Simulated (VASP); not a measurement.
Here is a VASP 6.6.1 calculation.

The input INCAR:

```
SYSTEM = Cd
PREC = Accurate ; ENCUT = 520
EDIFF = 1E-6 ; ISMEAR = 0
SIGMA = 0.15 ; LREAL = .FALSE.
LASPH = .TRUE. ; NELM = 100
ALGO = Fast ; ISIF = 2
LWAVE = .FALSE. ; LCHARG = .TRUE.
GGA = PE ; LELF = .TRUE.
LVHAR = .TRUE. ; NBANDS = 19
```

File KPOINTS:

```
regular mesh
0
G
  24 24 10
  0 0 0
```

The input POSCAR:

```
Cd
1.0
    2.8032263555      0.0000000000      0.0000000000
   -1.4016131777      2.4276652365      0.0000000000
    0.0000000000      0.0000000000      6.3436932572
Cd
2
Direct
    0.3333333333      0.6666666667      0.2500000000
    0.6666666667      0.3333333333      0.7500000000
```

Potentials or basis: VASP PAW PBE potentials, release 64 (Cd).

The run is started by

```console
$ cat potpaw_PBE.64/Cd/POTCAR > POTCAR
$ mpirun -np 1 vasp_std > vasp.out
```

(1) What does it give for the pressure?

(2) Predict the band gap on the k mesh.

## Answers

(1) 9.4 GPa.

(2) zero (bands 12 and 13 overlap by 5.44 eV).

Caveat: the stress differs along the axes, from 0 to 14 GPa.
